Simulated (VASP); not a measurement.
A run of VASP 6.6.1 is set up as follows.

INCAR

```
PREC = Accurate
ENCUT = 600
EDIFF = 1E-6
ISMEAR = 0
SIGMA = 0.1
LREAL = False
LASPH = True
NELM = 60
ALGO = Normal
ISIF = 3
LWAVE = False
LCHARG = False
GGA = PE
IBRION = 2
NSW = 90
EDIFFG = -0.04
```

The input KPOINTS:

```
regular mesh
0
Gamma
  4 4 4
```

POSCAR

```
Zr2Si3
1.0
    3.8717642600      0.0000000000      0.0000000000
    0.0000000000      4.7630003800      0.0000000000
    0.0000000000      0.0000000000      5.7418993400
Zr Si
2 3
Direct
    0.5000000000      0.5000000000      0.5000000000
    0.5000000000      0.0000000000      0.5000000000
    0.0000000000      0.0000000000      0.5000000000
    0.5000000000      0.0000000000      0.0000000000
    0.0000000000      0.0000000000      0.0000000000
```

Potentials or basis: VASP PAW PBE potentials, release 64 (Zr_sv, Si).

Launch:

```sh
$ cat potpaw_PBE.64/Zr_sv/POTCAR potpaw_PBE.64/Si/POTCAR > POTCAR
$ mpirun -np 1 vasp_std > vasp.out
```

Question: Predict the relaxed volume.

Answer: 27.97 Å³/atom.

Question: What does it give for the space group after relaxing (to 0.1 Å)?

Answer: P4/mmm (No. 123).

Question: Estimate the band gap on the k mesh.

Answer: Zero (bands 18 and 19 overlap by 1.01 eV).

Final structure:
```yaml
crystal:
  lattice:
    - [5.20275, 0.00000, 0.00000]
    - [0.00000, 5.16140, 0.00000]
    - [0.00000, 0.00000, 5.20801]
  atoms:
    - { symbol: Zr, position: [0.50000, 0.50000, 0.50000] }
    - { symbol: Zr, position: [0.50000, 0.00000, 0.50000] }
    - { symbol: Si, position: [0.00000, 0.00000, 0.50000] }
    - { symbol: Si, position: [0.50000, 0.00000, 0.00000] }
    - { symbol: Si, position: [0.00000, 0.00000, 0.00000] }
```

Caveat: the k points lie up to 0.30 Å⁻¹ apart in the final cell, too coarse for converged energies and pressures of a metal; the volume moved by over 15 % at a fixed basis, so the end points are rough.
